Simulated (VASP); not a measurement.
# Cd4CuAu3: single point with r2SCAN

Crystal: Cd4CuAu3.

```xyz
16
Lattice="6.6400 0.0000 0.0000 0.0000 6.6400 0.0000 0.0000 0.0000 6.6400" Properties=species:S:1:pos:R:3 pbc="T T T"
Cd    1.6600    1.6600    1.6600
Cd    1.6600    1.6600    4.9800
Cd    1.6600    4.9800    1.6600
Cd    1.6600    4.9800    4.9800
Cd    4.9800    1.6600    1.6600
Cd    4.9800    1.6600    4.9800
Cd    4.9800    4.9800    1.6600
Cd    4.9800    4.9800    4.9800
Cu    0.0000    0.0000    0.0000
Cu    0.0000    0.0000    3.3200
Au    0.0000    3.3200    0.0000
Au    0.0000    3.3200    3.3200
Au    3.3200    0.0000    0.0000
Au    3.3200    0.0000    3.3200
Au    3.3200    3.3200    0.0000
Au    3.3200    3.3200    3.3200
```

```yaml
Program: VASP 6.6.1
Task: single point
Functional: r2SCAN
Potentials_or_basis: VASP PAW PBE potentials, release 64 (Cd, Cu, Au)
Cutoff: 520 eV
k_mesh: 3 × 3 × 3
Occupations: methfessel-paxton, width 0.15 eV
Spin: no spin polarisation
Dipole_correction: no
Further_INCAR_settings: LREAL = Auto; ALGO = Normal; EDIFF = 1e-07; NBANDS = 106
```

* Pressure: 0.5 GPa
* Largest force: 0.569 eV/Å
* Band gap on the k mesh: zero (bands 92 and 93 overlap by 2.53 eV)

Forces in eV/Å, atoms in the order of the input:
```
Cd  -0.403 -0.403  0.000
Cd  -0.403 -0.403  0.000
Cd  -0.403  0.403  0.000
Cd  -0.403  0.403  0.000
Cd   0.403 -0.403  0.000
Cd   0.403 -0.403  0.000
Cd   0.403  0.403  0.000
Cd   0.403  0.403  0.000
Cu   0.000  0.000  0.000
Cu   0.000  0.000  0.000
Au   0.000  0.000  0.000
Au   0.000  0.000  0.000
Au   0.000  0.000  0.000
Au   0.000  0.000  0.000
Au   0.000  0.000  0.000
Au   0.000  0.000  0.000
```

Stress tensor (GPa, compression positive):
```
0.20 0.00 0.00
0.00 0.20 0.00
0.00 0.00 0.99
```

Levels at points of the mesh, in eV from the Fermi level:
```tsv
k point	band 90	band 91	band 92	band 93	band 94	band 95	band 96	band 97
(0.00, 0.00, 0.00)	-1.64	-1.64	-1.64	-1.62	0.23	0.55	0.73	2.14
```

Wall time 12 min on 1 thread of Intel(R) Xeon(R) Platinum 8488C (Sapphire Rapids), on a shared host, peak memory 0.44 GiB.

Caveat: the PAW data sets were made with another functional, which shifts forces and pressure a little; spin-orbit coupling is left out, which moves the levels of the heavy elements.
